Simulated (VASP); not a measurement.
Input of a VASP 6.6.1 run:

File INCAR:

```
SYSTEM = Bi2H3
PREC = Accurate
ENCUT = 600
EDIFF = 1E-6
ISMEAR = 0
SIGMA = 0.1
LREAL = .False.
LASPH = .True.
NELM = 60
ALGO = Normal
ISIF = 3
LWAVE = .False.
LCHARG = .False.
GGA = PE
IBRION = 2
NSW = 90
EDIFFG = -0.04
```

File KPOINTS:

```
Automatic mesh
0
Gamma
  6 6 4
  0 0 0
```

POSCAR

```
Bi2H3
1.0
    4.4255534500      0.0000000000      0.0000000000
   -2.2127767200      3.8326417100      0.0000000000
    0.0000000000      0.0000000000      4.5999313800
Bi H
2 3
Direct
    0.3333333300      0.6666666700      0.0000000000
    0.6666666700      0.3333333300      0.0000000000
    0.3333333300      0.6666666700      0.5000000000
    0.6666666700      0.3333333300      0.5000000000
    0.0000000000      0.0000000000      0.5000000000
```

Potentials or basis: VASP PAW PBE potentials, release 64 (Bi_d, H).

The run is started by

```console
$ cat potpaw_PBE.64/Bi_d/POTCAR potpaw_PBE.64/H/POTCAR > POTCAR
$ mpirun -np 1 vasp_std > vasp.out
```

**Question.** Predict the space group after relaxing (to 0.05 Å).

**Answer.** P6/mmm (No. 191).

**Question.** Estimate the relaxed cell.

**Answer.** a = 5.302 Å, b = 5.302 Å, c = 4.114 Å, α = 90.00°, β = 90.00°, γ = 120.00°.

**Question.** Predict the relaxed volume.

**Answer.** 20.03 Å³/atom.

Final structure:
```cif
data_structure
_symmetry_space_group_name_H-M 'P 1'
_symmetry_Int_Tables_number 1
_cell_length_a 5.3023
_cell_length_b 5.3023
_cell_length_c 4.1143
_cell_angle_alpha 90.000
_cell_angle_beta 90.000
_cell_angle_gamma 120.000
_cell_volume 100.17
loop_
_atom_site_label
_atom_site_type_symbol
_atom_site_fract_x
_atom_site_fract_y
_atom_site_fract_z
_atom_site_occupancy
Bi1 Bi 0.33333 0.66667 0.00000 1
Bi2 Bi 0.66667 0.33333 0.00000 1
H1 H 0.33333 0.66667 0.50000 1
H2 H 0.66667 0.33333 0.50000 1
H3 H 0.00000 0.00000 0.50000 1
```

Caveat: the volume moved by over 15 % at a fixed basis, so the end points are rough.
